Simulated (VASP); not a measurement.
**KTaO3: single point with r2SCAN**

KTaO3:

```
K Ta O
1.0
     3.75313    0.00000    0.00000
     0.00000    3.75313    0.00000
     0.00000    0.00000    4.50376
K Ta O
1 1 3
Direct
  0.50000 0.50000 0.50000
  0.00000 0.00000 0.00000
  0.50000 0.00000 0.00000
  0.00000 0.50000 0.00000
  0.00000 0.00000 0.50000
```

This cell differs from its parent crystal: ratio of the length along z to the lengths across it x 1.2, volume and fractional coordinates fixed.

| Item | Value |
| --- | --- |
| Program | VASP 6.6.1 |
| Task | single point |
| Functional | r2SCAN |
| Potentials or basis | VASP PAW PBE potentials, release 64 (K_sv, Ta_pv, O) |
| Cutoff | 520 eV |
| k mesh | 6 × 6 × 6 |
| Occupations | gaussian, width 0.05 eV |
| Spin | no spin polarisation |

The pressure is 13.7 GPa and the band gap on the k mesh is 2.19 eV, indirect (least direct gap 2.42 eV).

Stress tensor (GPa, compression positive):
```
 33.88   0.00   0.00
  0.00  33.88   0.00
  0.00   0.00 -26.58
```

Levels at points of the mesh, in eV from the valence-band top:
| k point | band 16 | band 17 | band 18 | band 19 | band 20 | band 21 | band 22 | band 23 |
| --- | --- | --- | --- | --- | --- | --- | --- | --- |
| (0.00, 0.00, 0.00) | -1.45 | -0.84 | -0.23 | -0.23 | 2.19 | 2.19 | 2.40 | 4.36 |
| (0.50, 0.00, 0.00) | -2.16 | -1.22 | -1.02 | -0.63 | 2.41 | 4.89 | 5.98 | 5.98 |
| (0.50, 0.50, 0.00) | -1.56 | -0.57 | -0.54 | -0.54 | 5.29 | 6.02 | 6.02 | 7.76 |
| (0.00, 0.00, 0.50) | -1.43 | -1.43 | -1.08 | -1.08 | 2.45 | 3.78 | 3.78 | 8.45 |
| (0.50, 0.00, 0.50) | -2.52 | -2.01 | -1.53 | -0.36 | 3.85 | 5.98 | 6.43 | 8.57 |
| (0.50, 0.50, 0.50) | -3.89 | -0.56 | 0.00 | 0.00 | 6.57 | 6.57 | 7.85 | 8.74 |

Wall time 100 s on 1 thread of Intel(R) Xeon(R) 6975P-C (Granite Rapids), on a shared host, peak memory 0.21 GiB.

Caveat: the PAW data sets were made with another functional, which shifts forces and pressure a little; spin-orbit coupling is left out, which moves the levels of the heavy elements. A k mesh can miss the band edges.
